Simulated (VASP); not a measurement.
**TaN: single point with PBE0**

TaN:

```
Ta N
1.0
     2.89829    0.00000    0.00000
    -1.44915    2.50999    0.00000
     0.00000    0.00000    2.84404
Ta N
1 1
Direct
  0.00000 0.00000 0.50000
  0.66667 0.33333 0.00000
```

```yaml
Program: VASP 6.6.1
Task: single point
Functional: PBE0
Potentials_or_basis: VASP PAW PBE potentials, release 64 (Ta_pv, N)
Cutoff: 520 eV
k_mesh: 6 × 6 × 6
Occupations: fermi-dirac, width 0.05 eV
Spin: no spin polarisation
```

* Pressure: 12.0 GPa
* Band gap on the k mesh: zero (bands 8 and 9 overlap by 0.86 eV)

Stress tensor (GPa, compression positive):
```
11.39  0.00  0.00
 0.00 11.39  0.00
 0.00  0.00 13.31
```

Levels at points of the mesh, in eV from the Fermi level:
| k point | band 4 | band 5 | band 6 | band 7 | band 8 | band 9 | band 10 | band 11 | band 12 | band 13 |
| --- | --- | --- | --- | --- | --- | --- | --- | --- | --- | --- |
| (0.00, 0.00, 0.00) | -21.40 | -6.58 | -6.58 | -6.11 | -4.65 | 2.86 | 4.26 | 4.26 | 4.84 | 4.84 |
| (0.50, 0.00, 0.00) | -18.73 | -10.80 | -7.27 | -5.25 | -4.98 | 3.67 | 4.76 | 6.13 | 6.14 | 8.35 |
| (0.00, 0.00, 0.50) | -18.25 | -12.02 | -5.59 | -5.59 | -0.80 | -0.80 | 2.59 | 3.93 | 3.93 | 9.18 |
| (0.50, 0.00, 0.50) | -19.18 | -9.71 | -8.38 | -7.87 | -1.71 | 5.02 | 6.21 | 6.94 | 8.41 | 11.64 |

Wall time 61 min on 1 thread of Intel Xeon 8259CL, on a shared host, peak memory 0.16 GiB.

Caveat: the k points lie up to 0.42 Å⁻¹ apart, too coarse for converged energies and pressures of a metal; the PAW data sets were made with another functional, which shifts forces and pressure a little; spin-orbit coupling is left out, which moves the levels of the heavy elements.
